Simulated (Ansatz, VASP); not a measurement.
## LiF: VASP beside Ansatz

The input INCAR:

```
SYSTEM = LiF
ALGO = Normal
EDIFF = 1E-6
ENCUT = 520
GGA = CA
ISIF = 2
ISMEAR = 0
LASPH = .TRUE.
LCHARG = .FALSE.
LREAL = .FALSE.
LWAVE = .FALSE.
NBANDS = 12
NELM = 80
PREC = Accurate
SIGMA = 0.01
```

Contents of KPOINTS:

```
k-points
0
G
  8 8 8
  0 0 0
```

POSCAR

```
LiF
1.0
    2.5162584444      0.0000000000      0.0000000000
    0.0000000000      2.5162584444      0.0000000000
    0.0000000000      0.0000000000      2.5162584444
Li F
1 1
Direct
    0.0000000000      0.0000000000      0.0000000000
    0.5000000000      0.5000000000      0.5000000000
```

Input for Ansatz:

```yaml
crystal:
  lattice:
    - [2.5162584444, 0.0, 0.0]
    - [0.0, 2.5162584444, 0.0]
    - [0.0, 0.0, 2.5162584444]
  atoms:
    - { symbol: Li, position: [0.0, 0.0, 0.0] }
    - { symbol: F, position: [0.5, 0.5, 0.5] }
kpoints:
  mp_grid: { grid: [8, 8, 8] }
hamiltonian:
  xc: lda
scf:
  occupations: { method: fixed }
  n_extra_bands: 4
output:
  forces: true
  stress: true
  eigenvalues: true
```

Alike in both runs: task single point; functional LDA; k mesh 8 × 8 × 8; no spin polarisation.

|  | VASP | Ansatz |
| --- | --- | --- |
| version | VASP 6.6.1 | Ansatz 0.2.0 |
| potentials or method | VASP PAW LDA potentials, release 64 (Li_sv, F) | plane waves |
| plane-wave cutoff (eV) | 520 | 420 |
| occupations | gaussian, width 0.01 eV | fixed |
| valence electrons in the cell | 10 | 10 |

```csv
,VASP,Ansatz,Ansatz less VASP
gap on the k mesh at the Fermi level (eV),7.74,7.74,0.000
```

LDA's correlation is that of Perdew and Zunger in VASP and of Perdew and Wang (1992) in Ansatz.

Noted on VASP's run: the cutoff is short for stress, so the pressure is rough.
